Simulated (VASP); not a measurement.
Set up this calculation in VASP 6.6.1, as the native input.

* Task: single point
* Functional: PBE
* Potentials or basis: VASP PAW PBE potentials, release 64 (W_sv, C)
* Cutoff: 600 eV
* k mesh: 6 × 2 × 2, shifted
* Occupations: gaussian, width 0.1 eV
* Spin: no spin polarisation
* Hubbard terms: W d U = 8.8 eV, J = 0.67 eV
* Dipole correction: no
* LDAUTYPE: 1
* Hund's J: 0.67
* Further INCAR settings: ALGO = Normal; EDIFF = 1e-06; NBANDS = 23; ISYM = 0

The structure of W2C lies in POSCAR:

```
W2C
1.0
    3.0700456420      0.0000000000      0.0000000000
   -1.5350228210      2.6587375167      0.0000000000
    0.0000000000      0.0000000000      4.6784280000
W C
2 1
Direct
    0.3333333333      0.6666666667      0.7463310000
    0.6666666667      0.3333333333      0.2536690000
    0.0000000000      0.0000000000      0.0000000000
```

One way to write it, as run:

INCAR

```
SYSTEM = W2C
PREC     = Accurate       ! precision mode
ENCUT    = 600            ! plane-wave cutoff, eV
EDIFF    = 1E-6           ! SCF threshold, eV
ISMEAR   = 0              ! smearing method
SIGMA    = 0.1            ! smearing width, eV
LREAL    = .FALSE.        ! projectors in reciprocal space
LASPH    = .TRUE.         ! aspherical terms in the spheres
NELM     = 200            ! most SCF steps
ALGO     = Normal         ! electronic algorithm
ISIF     = 2              ! what is computed and relaxed
LWAVE    = .FALSE.        ! write WAVECAR
LCHARG   = .FALSE.        ! write CHGCAR
LMAXMIX  = 4              ! l up to which the mixer works
LDAU     = .TRUE.         ! DFT+U
LDAUTYPE = 1            
LDAUL    = 2 -1           ! shell
LDAUU    = 8.8 0          ! U, eV
LDAUJ    = 0.67 0       
LDAUPRINT= 1            
GGA      = PE             ! functional
ISYM     = 0            
NBANDS   = 23             ! bands
GGA_COMPAT= .FALSE.
```

KPOINTS

```
Automatic mesh
0
Gamma
  6 2 2
  0.5 0.5 0
```

Potentials or basis: VASP PAW PBE potentials, release 64 (W_sv, C).

Command:

```console
$ cat potpaw_PBE.64/W_sv/POTCAR potpaw_PBE.64/C/POTCAR > POTCAR
$ mpirun -np 1 vasp_std > vasp.out
```

It gave:

| Item | Value |
| --- | --- |
| Pressure | 14.3 GPa |
| Largest force | 0.628 eV/Å |
| Band gap on the k mesh | zero (band 16 reaches 12.77 eV, above the bottom of band 17 at 12.08 eV) |

Caveat: the k points lie up to 1.18 Å⁻¹ apart; spin-orbit coupling is left out, which moves the levels of the heavy elements; U without spin polarisation on a metal has little footing; the U is typed as a test and isn't derived for this compound.

Run time: 46 s on 1 thread of Intel Xeon 8259CL (shared host), peak memory 0.18 GiB.
